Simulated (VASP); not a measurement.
Here is a VASP 6.6.1 calculation.

INCAR

```
PREC = Accurate
ENCUT = 500
EDIFF = 1E-6
ISMEAR = -1
SIGMA = 0.06122561905347299
LREAL = F
LASPH = T
NELM = 120
ALGO = Normal
ISIF = 2
LWAVE = F
LCHARG = F
GGA = PE
NBANDS = 19
GGA_COMPAT = F
```

File KPOINTS:

```
regular mesh
0
Gamma
  37 37 37
```

The input POSCAR:

```
Cr
1.0
    0.0000000000      2.5138332460      2.5138332460
    2.5138332460      0.0000000000      2.5138332460
    2.5138332460      2.5138332460      0.0000000000
Cr
2
Direct
    0.0000000000      0.0000000000      0.0000000000
    0.2500000000      0.2500000000      0.2500000000
```

Potentials or basis: VASP PAW PBE potentials, release 64 (Cr_pv).

Run with:

```sh
$ cat potpaw_PBE.64/Cr_pv/POTCAR > POTCAR
$ mpirun -np 1 vasp_std > vasp.out
```

**Question.** Predict the pressure.

**Answer.** 4.7 GPa.

**Question.** What does it give for the band gap on the k mesh?

**Answer.** Zero (bands 12 and 13 overlap by 0.62 eV).

Caveat: the cell stands under pressure; the run has no spin polarisation, though such a crystal can be magnetic. Spin polarisation is off, so any magnetic state and its effect on volume and gap are missing.
